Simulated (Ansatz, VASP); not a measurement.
ZrS2 in VASP and in Ansatz

```
CELL_PARAMETERS angstrom
3.66705 0.00000 0.00000
-1.83352 3.17576 0.00000
0.00000 0.00000 5.61041
ATOMIC_POSITIONS crystal
Zr 0.00000 0.00000 0.00000
S 0.66667 0.33333 0.74762
S 0.33333 0.66667 0.25238
```

Change from the starting cell: film at in-plane strain +0.02.

Alike in both runs: task single point; functional LDA; k mesh 8 × 8 × 4; no spin polarisation.

|  | VASP | Ansatz |
| --- | --- | --- |
| version | VASP 6.6.1 | Ansatz 0.2.0 |
| potentials or method | VASP PAW LDA potentials, release 64 (Zr_sv, S), cutoff 500 eV | all-electron LAPW, scalar-relativistic |
| occupations | gaussian, width 0.01 eV | fixed |

VASP gave:

- gap on the k mesh at the Fermi level (eV): 0.60
- pressure (GPa): -2.0
- traceless stress, the component that is largest in VASP (GPa): 2.04
- rms of the force components (eV/Å): 0.009

Question: Estimate Ansatz's values.

Answer: gap on the k mesh at the Fermi level (eV): 0.60; pressure (GPa): -2.0; traceless stress, the component that is largest in VASP (GPa): 2.03; rms of the force components (eV/Å): 0.001.

LDA's correlation is that of Perdew and Zunger in VASP and of Perdew and Wang (1992) in Ansatz. Atom by atom the forces differ by 0.008 eV/Å (rms over components). Ansatz ran all-electron here, and VASP with PAW potentials.
